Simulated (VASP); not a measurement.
A run of VASP 6.6.1 is set up as follows.

INCAR

```
PREC     = Accurate       # precision mode
ENCUT    = 520            # plane-wave cutoff, eV
EDIFF    = 1E-6           # SCF threshold, eV
ISMEAR   = 0              # smearing method
SIGMA    = 0.1            # smearing width, eV
LREAL    = F              # projectors in reciprocal space
LASPH    = T              # aspherical terms in the spheres
NELM     = 60             # most SCF steps
ALGO     = Normal         # electronic algorithm
ISIF     = 2              # what is computed and relaxed
LWAVE    = F              # write WAVECAR
LCHARG   = T              # write CHGCAR
LDIPOL   = T            
IDIPOL   = 3            
DIPOL    = 0.5 0.5 0.399
GGA      = PE             # functional
IVDW     = 12             # dispersion correction
LELF     = T              # ELF
LVHAR    = T            
LVACPOTAV= T            
NBANDS   = 36             # bands
```

The input KPOINTS:

```
regular mesh
0
Gamma
  9 9 1
```

The input POSCAR:

```
Ge
1.0
    4.0226895460      0.0000000000      0.0000000000
   -2.0113447730      3.4837513384      0.0000000000
    0.0000000000      0.0000000000     18.8685220369
Ge
4
Direct
    0.3333333333      0.6666666667      0.2747571330
    0.6666666667      0.3333333333      0.2384924474
    0.2222222222      0.7777777778      0.5601139303
    0.5555555556      0.4444444444      0.5238492447
```

Potentials or basis: VASP PAW PBE potentials, release 64 (Ge_d).

Run with:

```console
$ cat potpaw_PBE.64/Ge_d/POTCAR > POTCAR
$ mpirun -np 1 vasp_std > vasp.out
```

Task: Estimate the largest force.

Result: 0.077 eV/Å.

Task: Predict the band gap on the k mesh.

Result: 0.16 eV, direct.

Task: Estimate the dispersion energy per atom.

Result: -0.180 eV.

Forces on the atoms (eV/Å):
```
Ge   0.004 -0.002  0.077
Ge   0.002 -0.001  0.020
Ge  -0.002  0.001 -0.020
Ge  -0.004  0.002 -0.077
```
